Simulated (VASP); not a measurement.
Here is a VASP 6.6.1 calculation.

The input INCAR:

```
PREC = Accurate
ENCUT = 600
EDIFF = 1E-7
ISMEAR = -1
SIGMA = 0.05
LREAL = Auto
LASPH = T
NELM = 100
ALGO = Normal
ISIF = 8
LWAVE = F
LCHARG = F
GGA = PS
IBRION = 2
NSW = 100
EDIFFG = -0.03
LUSENCCL = F
```

The input KPOINTS:

```
Automatic mesh
0
Gamma
  1 1 1
  0.5 0.5 0.5
```

Contents of POSCAR:

```
ZnO
1.0
    8.5302410000      0.0000000000      0.0000000000
    0.0000000000      8.5302410000      0.0000000000
    0.0000000000      0.0000000000      8.5302410000
O Zn
32 32
Direct
    0.2500000000      0.0000000000      0.0000000000
    0.2500000000      0.0000000000      0.5000000000
    0.2500000000      0.5000000000      0.0000000000
    0.2500000000      0.5000000000      0.5000000000
    0.7500000000      0.0000000000      0.0000000000
    0.7500000000      0.0000000000      0.5000000000
    0.7500000000      0.5000000000      0.0000000000
    0.7500000000      0.5000000000      0.5000000000
    0.0000000000      0.2500000000      0.0000000000
    0.0000000000      0.2500000000      0.5000000000
    0.0000000000      0.7500000000      0.0000000000
    0.0000000000      0.7500000000      0.5000000000
    0.5000000000      0.2500000000      0.0000000000
    0.5000000000      0.2500000000      0.5000000000
    0.5000000000      0.7500000000      0.0000000000
    0.5000000000      0.7500000000      0.5000000000
    0.0000000000      0.0000000000      0.2500000000
    0.0000000000      0.0000000000      0.7500000000
    0.0000000000      0.5000000000      0.2500000000
    0.0000000000      0.5000000000      0.7500000000
    0.5000000000      0.0000000000      0.2500000000
    0.5000000000      0.0000000000      0.7500000000
    0.5000000000      0.5000000000      0.2500000000
    0.5000000000      0.5000000000      0.7500000000
    0.2500000000      0.2500000000      0.2500000000
    0.2500000000      0.2500000000      0.7500000000
    0.2500000000      0.7500000000      0.2500000000
    0.2500000000      0.7500000000      0.7500000000
    0.7500000000      0.2500000000      0.2500000000
    0.7500000000      0.2500000000      0.7500000000
    0.7500000000      0.7500000000      0.2500000000
    0.7500000000      0.7500000000      0.7500000000
    0.0000000000      0.0000000000      0.0000000000
    0.0000000000      0.0000000000      0.5000000000
    0.0000000000      0.5000000000      0.0000000000
    0.0000000000      0.5000000000      0.5000000000
    0.5000000000      0.0000000000      0.0000000000
    0.5000000000      0.0000000000      0.5000000000
    0.5000000000      0.5000000000      0.0000000000
    0.5000000000      0.5000000000      0.5000000000
    0.2500000000      0.2500000000      0.0000000000
    0.2500000000      0.2500000000      0.5000000000
    0.2500000000      0.7500000000      0.0000000000
    0.2500000000      0.7500000000      0.5000000000
    0.7500000000      0.2500000000      0.0000000000
    0.7500000000      0.2500000000      0.5000000000
    0.7500000000      0.7500000000      0.0000000000
    0.7500000000      0.7500000000      0.5000000000
    0.2500000000      0.0000000000      0.2500000000
    0.2500000000      0.0000000000      0.7500000000
    0.2500000000      0.5000000000      0.2500000000
    0.2500000000      0.5000000000      0.7500000000
    0.7500000000      0.0000000000      0.2500000000
    0.7500000000      0.0000000000      0.7500000000
    0.7500000000      0.5000000000      0.2500000000
    0.7500000000      0.5000000000      0.7500000000
    0.0000000000      0.2500000000      0.2500000000
    0.0000000000      0.2500000000      0.7500000000
    0.0000000000      0.7500000000      0.2500000000
    0.0000000000      0.7500000000      0.7500000000
    0.5000000000      0.2500000000      0.2500000000
    0.5000000000      0.2500000000      0.7500000000
    0.5000000000      0.7500000000      0.2500000000
    0.5000000000      0.7500000000      0.7500000000
```

Potentials or basis: VASP PAW PBE potentials, release 64 (O, Zn).

The run is started by

```bash
$ cat potpaw_PBE.64/O/POTCAR potpaw_PBE.64/Zn/POTCAR > POTCAR
$ mpirun -np 1 vasp_std > vasp.out
```

(1) Estimate the band gap on the k mesh.

(2) Predict the relaxed cell.

(3) Predict the space group after relaxing (to 0.1 Å).

(4) Estimate the relaxed volume.

Answers

(1) 4.52 eV.

(2) a = 8.550 Å, b = 8.550 Å, c = 8.550 Å, α = 90.00°, β = 90.00°, γ = 90.00°.

(3) Fm-3m (No. 225).

(4) 9.77 Å³/atom.

Caveat: the k points lie up to 0.73 Å⁻¹ apart in the final cell; the PAW data sets were made with another functional, which shifts forces and pressure a little; a shifted mesh leaves out Γ, where band edges can lie.
